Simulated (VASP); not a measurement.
# InP (I-4m2) in VASP: a series of runs

Runs on InP. Level: LDA. Tasks: single point.

Program: VASP 6.6.1. These are calculated values, not measurements. Logs are shortened: lines on timing, memory, paths and dates and some standing lists are left out, and cuts for length are marked.

## (1) The cell of the first run

It takes space group I-4m2 (No. 119, tetragonal). Conventional cell: a = 3.921 Å, b = 3.921 Å, c = 6.261 Å, α = 90.00°, β = 90.00°, γ = 90.00°. Within 3.3 Å of In (site symmetry -4m2) lie 4 P at 2.51 Å. Within 3.3 Å of P (site symmetry -4m2) lie 4 In at 2.51 Å.

## (2) Single point, LDA (24.07 Å³/atom)

Input file INCAR:

```
ALGO = Normal
EDIFF = 1E-7
ENCUT = 520
GGA = CA
ISIF = 2
ISMEAR = 0
LASPH = T
LCHARG = T
LELF = T
LREAL = F
LVHAR = T
LWAVE = F
NBANDS = 16
NELM = 100
PREC = Accurate
SIGMA = 0.05
```

Input file KPOINTS:

```
k-points
0
Gamma
  12 12 12
```

Input file POSCAR:

```
InP
1.0
    0.0000000000      3.1305982556      2.7728948234
    2.7728948234      0.0000000000      2.7728948234
    2.7728948234      3.1305982556      0.0000000000
In P
1 1
Direct
    0.0000000000      0.0000000000      0.0000000000
    0.7500000000      0.7500000000      0.7500000000
```

Potentials or basis: VASP PAW LDA potentials, release 64 (In_d, P).

The run is started by

```console
> cat potpaw_LDA.64/In_d/POTCAR potpaw_LDA.64/P/POTCAR > POTCAR
> mpirun -np 1 vasp_std > vasp.out
```

OUTCAR:

```text
EDIFF = 1E-7
   ENCUT = 520
   GGA = CA
   ISIF = 2
   ISMEAR = 0
   LASPH = T
   LREAL = F
   NELM = 100
   PREC = Accurate

 ion  position               nearest neighbor table
   1  0.000  0.000  0.000-   2 2.51   2 2.51   2 2.51   2 2.51
   2  0.750  0.750  0.750-   1 2.51   1 2.51   1 2.51   1 2.51

  LATTYP: Found a body centered tetragonal cell.
 ALAT       =     3.9214654663
 C/A-ratio  =     1.5966471119

  Lattice vectors:

 A1 = (   0.0000000000,  -3.1305982556,   2.7728948234)
 A2 = (   0.0000000000,  -3.1305982556,  -2.7728948234)
 A3 = (   2.7728948234,   3.1305982556,   0.0000000000)

Analysis of symmetry for initial positions (statically):
=====================================================================
 Subroutine PRICEL returns:
 Original cell was already a primitive cell.

 Routine SETGRP: Setting up the symmetry group for a
 body centered tetragonal supercell.

 Subroutine GETGRP returns: Found  8 space group operations
 (whereof  8 operations were pure point group operations)
 out of a pool of 16 trial point group operations.

The static configuration has the point symmetry D_2d.

Analysis of symmetry for dynamics (positions and initial velocities):
=====================================================================
 Subroutine PRICEL returns:
 Original cell was already a primitive cell.

 Routine SETGRP: Setting up the symmetry group for a
 body centered tetragonal supercell.

 Subroutine GETGRP returns: Found  8 space group operations
 (whereof  8 operations were pure point group operations)
 out of a pool of 16 trial point group operations.

The dynamic configuration has the point symmetry D_2d.

 Subroutine INISYM returns: Found  8 space group operations
 (whereof  8 operations are pure point group operations),
 and found     1 'primitive' translations

----------------------------------------------------------------------------------------

                                     Primitive cell

  volume of cell :      48.1420

  direct lattice vectors                    reciprocal lattice vectors
     0.000000000  3.130598256  2.772894823    -0.180316973  0.159713882  0.180316973
     2.772894823  0.000000000  2.772894823     0.180316973 -0.159713882  0.180316973
     2.772894823  3.130598256  0.000000000     0.180316973  0.159713882 -0.180316973

  length of vectors
     4.182055851  3.921465466  4.182055851     0.300893578  0.300893578  0.300893578

  position of ions in fractional coordinates (direct lattice)
     0.000000000  0.000000000  0.000000000
     0.750000000  0.750000000  0.750000000

  ion indices of the primitive-cell ions
   primitive index   ion index
                 1           1
                 2           2

----------------------------------------------------------------------------------------

 KPOINTS: k-points

Automatic generation of k-mesh.
 Grid dimensions read from file:
 generate k-points for:   12   12   12

 Generating k-lattice:

  Cartesian coordinates                     Fractional coordinates (reciprocal lattice)
    -0.015026414  0.013309490  0.015026414     0.083333333  0.000000000  0.000000000
     0.015026414 -0.013309490  0.015026414    -0.000000000  0.083333333 -0.000000000
     0.015026414  0.013309490 -0.015026414     0.000000000  0.000000000  0.083333333

  Length of vectors
     0.025074465  0.025074465  0.025074465

  Shift w.r.t. Gamma in fractional coordinates (k-lattice)
     0.000000000  0.000000000  0.000000000

 Subroutine IBZKPT returns following result:
 ===========================================

 Found    163 irreducible k-points:

 Following reciprocal coordinates:
            Coordinates               Weight
  0.000000  0.000000  0.000000      1.000000
  0.083333  0.000000  0.000000      8.000000
  0.166667  0.000000  0.000000      8.000000
  0.250000  0.000000 -0.000000      8.000000
  0.333333  0.000000  0.000000      8.000000
  0.416667  0.000000 -0.000000      8.000000
[... 16 lines left out ...]
  0.500000  0.166667  0.000000     16.000000
 -0.416667  0.166667 -0.000000     16.000000
 [... further k-points ...]
   k-points           NKPTS =    163   k-points in BZ     NKDIM =    163   number of bands    NBANDS=     16
   number of dos      NEDOS =    301   number of ions     NIONS =      2
   total plane-waves  NPLWV =  30720
   dimension x,y,z NGX =    32 NGY =   30 NGZ =   32
   dimension x,y,z NGXF=    64 NGYF=   60 NGZF=   64
   ions per type =               1   1
   NGX,Y,Z   is equivalent  to a cutoff of  12.72, 12.72, 12.72 a.u.
   NGXF,Y,Z  is equivalent  to a cutoff of  25.44, 25.44, 25.44 a.u.
 SYSTEM =  unknown system
   PREC   = accura    normal or accurate (medium, high low for compatibility)
   ISTART =      0    job   : 0-new  1-cont  2-samecut
   ICHARG =      2    charge: 1-file 2-atom 10-const
   ISPIN  =      1    spin polarized calculation?
   LNONCOLLINEAR =      F non collinear calculations
   LSORBIT =      F    spin-orbit coupling
   LASPH  =      T    aspherical Exc in radial PAW
   ENCUT  =  520.0 eV  38.22 Ry    6.18 a.u.   7.78  7.29  7.78*2*pi/ulx,y,z
   NELM   =    100;   NELMIN=  2; NELMDL= -5     # of ELM steps
   EDIFF  = 0.1E-06   stopping-criterion for ELM
   LREAL  =      F    real-space projection
   EDIFFG = 0.1E-05   stopping-criterion for IOM
   NSW    =      0    number of steps for IOM
   IBRION =     -1    ionic relax: 0-MD 1-quasi-New 2-CG
   NFREE  =      0    steps in history (QN), initial steepest desc. (CG)
   ISIF   =      2    stress and relaxation
   ISYM   =      2    0-nonsym 1-usesym 2-fastsym
   POTIM  = 0.5000    time-step for ionic-motion
   TEBEG  =    0.0;   TEEND  =   0.0 temperature during run
   PSTRESS=    0.0 pullay stress
   NELECT =      18.0000    total number of electrons
   NUPDOWN=      -1.0000    fix difference up-down
   EMIN   =  10.00;   EMAX   =-10.00  energy-range for DOS
   EFERMI =   0.00;   METHOD = LEGACY
   ISMEAR =     0;   SIGMA  =   0.05  broadening in eV -4-tet -1-fermi 0-gaus
   EFERMI_NEDOS =   21; number of points for ismear=-14 and -15
   IALGO  =     38    algorithm
   IMIX   =      4    mixing-type and parameters
     AMIX     =   0.40;   BMIX     =  1.00
     AMIX_MAG =   1.60;   BMIX_MAG =  1.00
  volume/ion in A,a.u.               =      24.07       162.44
  Fermi-wavevector in a.u.,A,eV,Ry     =   1.179390  2.228725 18.925186  1.390962
  Thomas-Fermi vector in A             =   2.315702
   LORBIT       =      0    0 simple, 1 ext, 2 COOP (PROOUT), +10 PAW based schemes
   GGA     = CA    functional components
   LHFCALC =     F    Hartree Fock is set to
   AEXX    =    0.0000 exact exchange contribution
   IVDW    =     0    specifies the selected vdW correction
   LEPSILON=     F    determine dielectric tensor
   LRPA    =     F    only Hartree local field effects (RPA)
 non-spin polarized calculation
 Gauss-broadening in eV      SIGMA  =   0.05
  energy-cutoff  :      520.00
  volume of cell :       48.14
 maximum number of plane-waves:      1320
   NGX = 15   NGY = 15   NGZ = 15

 number of electron      18.0000001 magnetization

 Free energy of the ion-electron system (eV)
  ---------------------------------------------------
  ext. energy  EPLUGINS =         0.00000000
  ---------------------------------------------------
  free energy    TOTEN  =        -9.59116230 eV

  energy without entropy =       -9.59116230  energy(sigma->0) =       -9.59116230

 E-fermi :   5.9705     XC(G=0):  -9.8160

 val. band max:        5.7425777726   @ k =   0.0000   0.0000   0.0000
 cond. band min:       6.1746783820   @ k =   0.0000   0.0000   0.0000
 fundamental gap:      0.4321006094
 Fermi energy:         5.9704506449

 k-point     1 :       0.0000    0.0000    0.0000
  band No.  band energies     occupation
      1      -8.8196      2.00000
      2      -8.7602      2.00000
      3      -8.7602      2.00000
      4      -8.6167      2.00000
      5      -8.6099      2.00000
      6      -6.3113      2.00000
[... 8 lines left out ...]
     15      14.3798      0.00000
     16      15.1199      0.00000

 k-point     2 :       0.0833    0.0000    0.0000
  band No.  band energies     occupation
      1      -8.8189      2.00000
      2      -8.7672      2.00000
      3      -8.7567      2.00000
      4      -8.6150      2.00000
      5      -8.6111      2.00000
      6      -6.2252      2.00000
[... 8 lines left out ...]
     15      14.5977      0.00000
     16      15.4846      0.00000

 k-point     3 :       0.1667    0.0000    0.0000
  band No.  band energies     occupation
      1      -8.8272      2.00000
      2      -8.7756      2.00000
      3      -8.7473      2.00000
      4      -8.6139      2.00000
      5      -8.6097      2.00000
      6      -5.9738      2.00000
[... 8 lines left out ...]
     15      14.7779      0.00000
     16      15.1628      0.00000

 k-point     4 :       0.2500    0.0000   -0.0000
  band No.  band energies     occupation
      1      -8.8552      2.00000
      2      -8.7705      2.00000
      3      -8.7357      2.00000
      4      -8.6164      2.00000
      5      -8.6004      2.00000
      6      -5.5798      2.00000
[... 8 lines left out ...]
     15      14.4476      0.00000
     16      15.0165      0.00000
[... 324 lines left out ...]
 k-point    22 :       0.4167    0.1667    0.0000
  band No.  band energies     occupation
      1      -8.9140      2.00000
      2      -8.7366      2.00000
      3      -8.7132      2.00000
      4      -8.6383      2.00000
      5      -8.5770      2.00000
      6      -4.6269      2.00000
[... 8 lines left out ...]
     15      15.6674      0.00000
     16      16.8097      0.00000

 k-point    23 :       0.5000    0.1667    0.0000
  band No.  band energies     occupation
      1      -8.9255      2.00000
      2      -8.7334      2.00000
      3      -8.7114      2.00000
      4      -8.6331      2.00000
      5      -8.5745      2.00000
      6      -4.2530      2.00000
[... 8 lines left out ...]
     15      16.0267      0.00000
     16      16.7041      0.00000

 k-point    24 :      -0.4167    0.1667   -0.0000
  band No.  band energies     occupation
      1      -8.9241      2.00000
      2      -8.7339      2.00000
      3      -8.7131      2.00000
      4      -8.6274      2.00000
      5      -8.5785      2.00000
      6      -4.2208      2.00000
[... 8 lines left out ...]
     15      15.5524      0.00000
     16      16.7863      0.00000

 [... further k-points ...]
[... 5 lines left out ...]
  --------------------------------------------------------------------------------------
  -------------------------------------------------------------------------------------
  Total        1.1655970     -0.8222461      1.1655970      0.0000000      0.0000000      0.0000000
  in kB       38.7913470    -27.3645481     38.7913470      0.0000000      0.0000000      0.0000000
  external PRESSURE =      16.7393820 kB  Pullay stress =       0.0000000 kB

 VOLUME and BASIS-vectors are now :
 -----------------------------------------------------------------------------
  energy-cutoff  :      520.00
  volume of cell :       48.14
      direct lattice vectors                 reciprocal lattice vectors
     0.000000000  3.130598256  2.772894823    -0.180316973  0.159713882  0.180316973
     2.772894823  0.000000000  2.772894823     0.180316973 -0.159713882  0.180316973
     2.772894823  3.130598256  0.000000000     0.180316973  0.159713882 -0.180316973

 POSITION                                       TOTAL-FORCE (eV/Angst)
 -----------------------------------------------------------------------------------
      0.00000      0.00000      0.00000         0.000000     -0.000000      0.000000
      4.15934      4.69590      4.15934        -0.000000      0.000000      0.000000
 -----------------------------------------------------------------------------------
    total drift:                                0.000001      0.000006      0.000001

  FREE ENERGIE OF THE ION-ELECTRON SYSTEM (eV)
  ---------------------------------------------------
  free  energy   TOTEN  =        -9.5911622982 eV

  energy  without entropy=       -9.5911622982  energy(sigma->0) =       -9.59116230
```

Run time: 48 s. Hardware: 1 thread of Intel Xeon 6975P-C (Granite Rapids), shared host; peak memory 0.24 GiB.

What came out:

- Free energy: -9.5912 eV
- Pressure: 1.7 GPa
- Band gap on the k mesh: 0.43 eV

Caveat: spin-orbit coupling is left out, which moves the levels of the heavy elements.

## (3) Single point, LDA (24.73 Å³/atom)

This run uses another cell than the first one, of 24.73 Å³/atom.

Input file INCAR:

```
PREC = Accurate ; ENCUT = 520
EDIFF = 1E-6 ; ISMEAR = 0
SIGMA = 0.05 ; LREAL = False
LASPH = True ; NELM = 60
ALGO = Normal ; ISIF = 2
LWAVE = False ; LCHARG = False
GGA = CA ; NBANDS = 16
```

Input file KPOINTS:

```
Automatic mesh
0
Gamma
  12 12 12
```

Input file POSCAR:

```
InP
1.0
    0.0000000000      2.5805885038      3.0957155755
    3.0957155755      0.0000000000      3.0957155755
    3.0957155755      2.5805885038      0.0000000000
In P
1 1
Direct
    0.0000000000      0.0000000000      0.0000000000
    0.7500000000      0.7500000000      0.7500000000
```

Potentials or basis: VASP PAW LDA potentials, release 64 (In_d, P).

The run is started by

```console
> cat potpaw_LDA.64/In_d/POTCAR potpaw_LDA.64/P/POTCAR > POTCAR
> mpirun -np 1 vasp_std > vasp.out
```

Run time: 79 s. Hardware: 1 thread of Intel Xeon 6975P-C (Granite Rapids), shared host; peak memory 0.24 GiB.

The run converged. Its results:

| Item | Value |
| --- | --- |
| Free energy | -9.5579 eV |
| Pressure | -0.9 GPa |
| Band gap on the k mesh | 0.07 eV |

Stress tensor (GPa, compression positive):
```
-2.71  0.00  0.00
 0.00  2.77  0.00
 0.00  0.00 -2.71
```

Levels at points of the mesh, in eV from the valence-band top:
| k point | band 6 | band 7 | band 8 | band 9 | band 10 | band 11 | band 12 | band 13 |
| --- | --- | --- | --- | --- | --- | --- | --- | --- |
| (0.00, 0.00, 0.00) | -12.00 | -0.66 | -0.66 | 0.00 | 0.07 | 3.57 | 3.85 | 3.85 |
| (0.50, 0.00, 0.00) | -10.20 | -6.26 | -1.92 | -0.92 | 0.58 | 3.73 | 5.34 | 6.83 |
| (0.50, 0.50, 0.00) | -9.76 | -6.64 | -2.40 | -2.29 | 1.57 | 2.36 | 7.86 | 7.87 |
| (0.50, 0.00, 0.50) | -9.13 | -5.52 | -3.42 | -3.42 | 0.65 | 0.68 | 9.00 | 9.00 |

Caveat: spin-orbit coupling is left out, which moves the levels of the heavy elements.

## (4) Single point, LDA (24.73 Å³/atom)

This run uses another cell than the first one, of 24.73 Å³/atom.

Input file INCAR:

```
PREC = Accurate
ENCUT = 520
EDIFF = 1E-6
ISMEAR = 0
SIGMA = 0.05
LREAL = False
LASPH = True
NELM = 100
ALGO = Normal
ISIF = 2
LWAVE = False
LCHARG = True
GGA = CA
LELF = True
LVHAR = True
NBANDS = 16
```

KPOINTS is that of step 3.

Input file POSCAR:

```
InP
1.0
    0.0000000000      2.7979340262      2.9730464629
    2.9730464629      0.0000000000      2.9730464629
    2.9730464629      2.7979340262      0.0000000000
In P
1 1
Direct
    0.0000000000      0.0000000000      0.0000000000
    0.7500000000      0.7500000000      0.7500000000
```

Potentials or basis: VASP PAW LDA potentials, release 64 (In_d, P).

The run is started by

```console
> cat potpaw_LDA.64/In_d/POTCAR potpaw_LDA.64/P/POTCAR > POTCAR
> mpirun -np 1 vasp_std > vasp.out
```

OUTCAR:

```text
PREC = Accurate
   ENCUT = 520
   EDIFF = 1E-6
   ISMEAR = 0
   LREAL = False
   LASPH = True
   NELM = 100
   ISIF = 2
   GGA = CA

 ion  position               nearest neighbor table
   1  0.000  0.000  0.000-   2 2.53   2 2.53   2 2.53   2 2.53
   2  0.750  0.750  0.750-   1 2.53   1 2.53   1 2.53   1 2.53

  LATTYP: Found a body centered tetragonal cell.
 ALAT       =     4.2045226294
 C/A-ratio  =     1.3309163835

  Lattice vectors:

 A1 = (   0.0000000000,  -2.7979340262,   2.9730464629)
[... 641 lines left out ...]

------------------------ aborting loop because EDIFF is reached ----------------------------------------

  FORCE on cell =-STRESS in cart. coord.  units (eV):
  Direction    XX          YY          ZZ          XY          YZ          ZX
  --------------------------------------------------------------------------------------
  -------------------------------------------------------------------------------------
  Total       -0.2676993      0.4572140     -0.2676993      0.0000000      0.0000000      0.0000000
  in kB       -8.6713554     14.8101435     -8.6713554      0.0000000      0.0000000      0.0000000
  external PRESSURE =      -0.8441891 kB  Pullay stress =       0.0000000 kB

 VOLUME and BASIS-vectors are now :
 -----------------------------------------------------------------------------
  energy-cutoff  :      520.00
  volume of cell :       49.46
      direct lattice vectors                 reciprocal lattice vectors
     0.000000000  2.797934026  2.973046463    -0.168177661  0.178703284  0.168177661
     2.973046463  0.000000000  2.973046463     0.168177661 -0.178703284  0.168177661
     2.973046463  2.797934026  0.000000000     0.168177661  0.178703284 -0.168177661

 POSITION                                       TOTAL-FORCE (eV/Angst)
 -----------------------------------------------------------------------------------
      0.00000      0.00000      0.00000        -0.000000      0.000000     -0.000000
      4.45957      4.19690      4.45957         0.000000      0.000000      0.000000
 -----------------------------------------------------------------------------------
    total drift:                               -0.000002     -0.000006     -0.000002

  FREE ENERGIE OF THE ION-ELECTRON SYSTEM (eV)
  ---------------------------------------------------
  free  energy   TOTEN  =        -9.6592818921 eV

  energy  without entropy=       -9.6592818921  energy(sigma->0) =       -9.65928189
```

stdout:

```text
POSCAR found type information on POSCAR InP
 POSCAR found :  2 types and       2 ions
 scaLAPACK will be used
 LDA part: xc-table for (Slater(with rela. corr.)+CA(PZ))
 , standard interpolation
 POSCAR, INCAR and KPOINTS ok, starting setup
 FFT: planning ... GRIDC
 FFT: planning ... GRID_SOFT
 FFT: planning ... GRID
 WAVECAR not read
 entering main loop
```

Wall time 55 s (1 thread of Intel Xeon 6975P-C (Granite Rapids), shared host); peak memory 0.24 GiB.

What came out:

```yaml
Free_energy: -9.6593 eV
Pressure: -0.1 GPa
Band_gap_on_the_k_mesh: 0.42 eV
```

Levels at points of the mesh, in eV from the valence-band top:
```csv
k point,band 7,band 8,band 9,band 10,band 11,band 12
"(0.00, 0.00, 0.00)",-0.27,-0.27,0.00,0.42,3.75,3.84
"(0.50, 0.00, 0.00)",-6.09,-1.38,-1.00,1.14,4.33,4.81
"(0.50, 0.50, 0.00)",-6.23,-2.48,-2.44,1.52,2.14,8.69
"(0.50, 0.00, 0.50)",-5.85,-2.81,-2.81,1.19,1.58,9.30
```

Caveat: spin-orbit coupling is left out, which moves the levels of the heavy elements. LDA gaps usually lie below the measured ones, often by a third to a half.

(Part 1 of 2 ends here.)
